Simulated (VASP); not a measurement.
Set up this calculation in VASP 6.6.1, as the native input.

```yaml
Task: single point
Functional: HSE06
Potentials_or_basis: VASP PAW PBE potentials, release 64 (In_d, P)
Cutoff: 520 eV
k_mesh: 4 × 4 × 4
Occupations: fermi-dirac, width 0.05 eV
Spin: no spin polarisation
Dipole_correction: no
Grid_for_exact_exchange_PRECFOCK: Normal
Further_INCAR_settings: ALGO = Normal; EDIFF = 1e-06; NBANDS = 16
Share_of_exact_exchange: 0.25
Screening_parameter: 0.2079 1/Å
```

Crystal: InP.

```
In P
1.0
     0.00000    2.74180    2.74180
     2.74180    0.00000    2.74180
     2.74180    2.74180    0.00000
In P
1 1
Direct
  0.00000 0.00000 0.00000
  0.50000 0.50000 0.50000
```

One way to write it, as run:

POSCAR

```
InP
1.0
    0.0000000000      2.7418011191      2.7418011191
    2.7418011191      0.0000000000      2.7418011191
    2.7418011191      2.7418011191      0.0000000000
In P
1 1
Direct
    0.0000000000      0.0000000000      0.0000000000
    0.5000000000      0.5000000000      0.5000000000
```

INCAR.step1

```
SYSTEM = InP
PREC = Accurate
ENCUT = 520
EDIFF = 1E-5
ISMEAR = -1
SIGMA = 0.05
LREAL = .FALSE.
LASPH = .TRUE.
NELM = 80
ALGO = Normal
ISIF = 2
LWAVE = .TRUE.
LCHARG = .FALSE.
GGA = PE
NBANDS = 16
```

INCAR.step2

```
SYSTEM = InP
PREC = Accurate
ENCUT = 520
EDIFF = 1E-6
ISMEAR = -1
SIGMA = 0.05
LREAL = .FALSE.
LASPH = .TRUE.
NELM = 80
ALGO = Normal
ISIF = 2
LWAVE = .FALSE.
LCHARG = .FALSE.
GGA = PE
LHFCALC = .TRUE.
HFSCREEN = 0.2079
PRECFOCK = Normal
ISTART = 1
NBANDS = 16
```

KPOINTS

```
regular mesh
0
G
  4 4 4
  0 0 0
```

Potentials or basis: VASP PAW PBE potentials, release 64 (In_d, P).

Launch:

```console
$ cat potpaw_PBE.64/In_d/POTCAR potpaw_PBE.64/P/POTCAR > POTCAR
$ cp INCAR.step1 INCAR
$ mpirun -np 1 vasp_std > vasp.out
$ cp INCAR.step2 INCAR
$ mpirun -np 1 vasp_std > vasp.out
```

It gave:

The pressure is -0.2 GPa and the band gap on the k mesh is zero (bands 9 and 10 overlap by 2.49 eV).

Caveat: the k points lie up to 0.50 Å⁻¹ apart, too coarse for converged energies and pressures of a metal; the PAW data sets were made with another functional, which shifts forces and pressure a little; spin-orbit coupling is left out, which moves the levels of the heavy elements.

It took 3.4 min on 1 thread of Intel(R) Xeon(R) 6975P-C (Granite Rapids) (shared host), peak memory 0.26 GiB.
